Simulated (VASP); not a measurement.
Here is a VASP 6.6.1 calculation.

The input INCAR:

```
SYSTEM = W
PREC = Accurate
ENCUT = 520
EDIFF = 1E-6
ISMEAR = 0
SIGMA = 0.15
LREAL = .False.
LASPH = .True.
NELM = 60
ALGO = Fast
ISIF = 2
LWAVE = .False.
LCHARG = .False.
GGA = PS
NBANDS = 13
```

File KPOINTS:

```
regular mesh
0
Gamma
  26 26 26
  0 0 0
```

Contents of POSCAR:

```
W
1.0
    0.0000000000      1.9989957669      2.0589656399
    1.9989957669      0.0000000000      2.0589656399
    1.9989957669      1.9989957669      0.0000000000
W
1
Direct
    0.0000000000      0.0000000000      0.0000000000
```

Potentials or basis: VASP PAW PBE potentials, release 64 (W_sv).

Run with:

```console
$ cat potpaw_PBE.64/W_sv/POTCAR > POTCAR
$ mpirun -np 1 vasp_std > vasp.out
```

(1) Estimate the pressure.

(2) Estimate the band gap on the k mesh.

Answers

(1) -7.9 GPa.

(2) zero (band 7 reaches 13.53 eV, above the bottom of band 8 at 9.83 eV).

Caveat: the cell differs from its parent crystal (strain +0.000 along x and y, +0.030 along z); the PAW data sets were made with another functional, which shifts forces and pressure a little; spin-orbit coupling is left out, which moves the levels of the heavy elements.
